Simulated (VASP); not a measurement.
Write the native input for VASP 6.6.1 that does the following.

| Quantity | Value |
| --- | --- |
| Task | single point |
| Functional | r2SCAN |
| Potentials or basis | VASP PAW PBE potentials, release 64 (Pb_d, F) |
| Cutoff | 520 eV |
| k mesh | 8 × 8 × 8 |
| Occupations | gaussian, width 0.01 eV |
| Spin | no spin polarisation |
| Dipole correction | no |
| Further INCAR settings | ALGO = Normal; EDIFF = 1e-06; NBANDS = 21 |

The system is PbF2.

```
Pb F
1.0
     2.88681    2.88681    0.00000
    -2.88681    2.88681    0.00000
     0.00000    2.88681    2.88681
Pb F
1 2
Direct
  0.00000 0.00000 0.00000
  0.25000 0.75000 0.50000
  0.75000 0.25000 0.50000
```

The input as run:

POSCAR

```
PbF2
1.0
    2.8868090754      2.8868090754      0.0000000000
   -2.8868090754      2.8868090754      0.0000000000
    0.0000000000      2.8868090754      2.8868090754
Pb F
1 2
Direct
    0.0000000000      0.0000000000      0.0000000000
    0.2500000000      0.7500000000      0.5000000000
    0.7500000000      0.2500000000      0.5000000000
```

INCAR.step1

```
SYSTEM = PbF2
PREC = Accurate
ENCUT = 520
ISMEAR = 0
SIGMA = 0.01
LREAL = .FALSE.
LASPH = .TRUE.
NELM = 80
NBANDS = 21
GGA = PE
ALGO = Normal
EDIFF = 1E-4
LWAVE = .TRUE.
LCHARG = .FALSE.
```

INCAR.step2

```
SYSTEM = PbF2
PREC = Accurate
ENCUT = 520
EDIFF = 1E-6
ISMEAR = 0
SIGMA = 0.01
LREAL = .FALSE.
LASPH = .TRUE.
NELM = 80
ALGO = Normal
ISIF = 2
LWAVE = .FALSE.
LCHARG = .TRUE.
METAGGA = R2SCAN
LMIXTAU = .TRUE.
LELF = .TRUE.
LVHAR = .TRUE.
NBANDS = 21
ISTART = 1
```

KPOINTS

```
Automatic mesh
0
G
  8 8 8
  0 0 0
```

Potentials or basis: VASP PAW PBE potentials, release 64 (Pb_d, F).

Run with:

```sh
$ cat potpaw_PBE.64/Pb_d/POTCAR potpaw_PBE.64/F/POTCAR > POTCAR
$ cp INCAR.step1 INCAR
$ mpirun -np 1 vasp_std > vasp.out
$ cp INCAR.step2 INCAR
$ mpirun -np 1 vasp_std > vasp.out
```

Results of the run:

```
Pressure               : 7.0 GPa
Band gap on the k mesh : 4.89 eV (least direct gap 5.04 eV)
```

Caveat: the cell stands under pressure; the PAW data sets were made with another functional, which shifts forces and pressure a little; spin-orbit coupling is left out, which moves the levels of the heavy elements.

It took 54 s on 1 thread of Intel(R) Xeon(R) 6975P-C (Granite Rapids), with other jobs on the host, peak memory 0.18 GiB.
